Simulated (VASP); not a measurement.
Wanted: the native input for a VASP 6.6.1 run.

```yaml
Task: relaxation of cell and atoms
Functional: PBE
Potentials_or_basis: VASP PAW PBE potentials, release 64 (Ga_d, Sb)
Cutoff: 600 eV
k_mesh: 6 × 6 × 4
Occupations: gaussian, width 0.1 eV
Spin: no spin polarisation
Dipole_correction: no
Further_INCAR_settings: ALGO = Normal; EDIFF = 1e-06; IBRION = 2; EDIFFG = -0.04; NSW = 90; ISIF = 3
```

The structure of GaSb2 lies in POSCAR:

```
GaSb2
1.0
    3.8300470100      0.0000000000      0.0000000000
   -1.9150235000      3.3169180100      0.0000000000
    0.0000000000      0.0000000000      6.1462552600
Ga Sb
1 2
Direct
    0.0000000000      0.0000000000      0.5000000000
    0.3333333300      0.6666666700      0.2521245200
    0.6666666700      0.3333333300      0.7478754800
```

The cell was built from a structure type or drawn by symmetry, and may not be a known phase.

These files were run (other wordings do the same):

INCAR

```
PREC = Accurate ; ENCUT = 600
EDIFF = 1E-6 ; ISMEAR = 0
SIGMA = 0.1 ; LREAL = False
LASPH = True ; NELM = 60
ALGO = Normal ; ISIF = 3
LWAVE = False ; LCHARG = False
GGA = PE ; IBRION = 2
NSW = 90 ; EDIFFG = -0.04
```

KPOINTS

```
regular mesh
0
Gamma
  6 6 4
```

Potentials or basis: VASP PAW PBE potentials, release 64 (Ga_d, Sb).

The run is started by

```bash
$ cat potpaw_PBE.64/Ga_d/POTCAR potpaw_PBE.64/Sb/POTCAR > POTCAR
$ mpirun -np 1 vasp_std > vasp.out
```

It gave:

| Quantity | Value |
| --- | --- |
| Relaxed volume | 26.42 Å³/atom |
| Relaxed cell | a = 4.185 Å, b = 4.185 Å, c = 5.225 Å, α = 90.00°, β = 90.00°, γ = 120.00° |
| Space group after relaxing (to 0.1 Å) | P-3m1 (No. 164) |
| Energy gained by relaxing | 318.5 meV/atom |
| Ionic steps | 25 |
| Pressure after relaxing | -0.1 GPa |
| Largest force after relaxing | 0.026 eV/Å |
| Band gap on the k mesh | zero (an odd number of electrons rules out a gap without spin polarisation) |

Caveat: spin-orbit coupling is left out, which moves the levels of the heavy elements.

It took 13 min on 1 thread of Intel Xeon 8259CL, with other jobs on the host, peak memory 0.26 GiB.
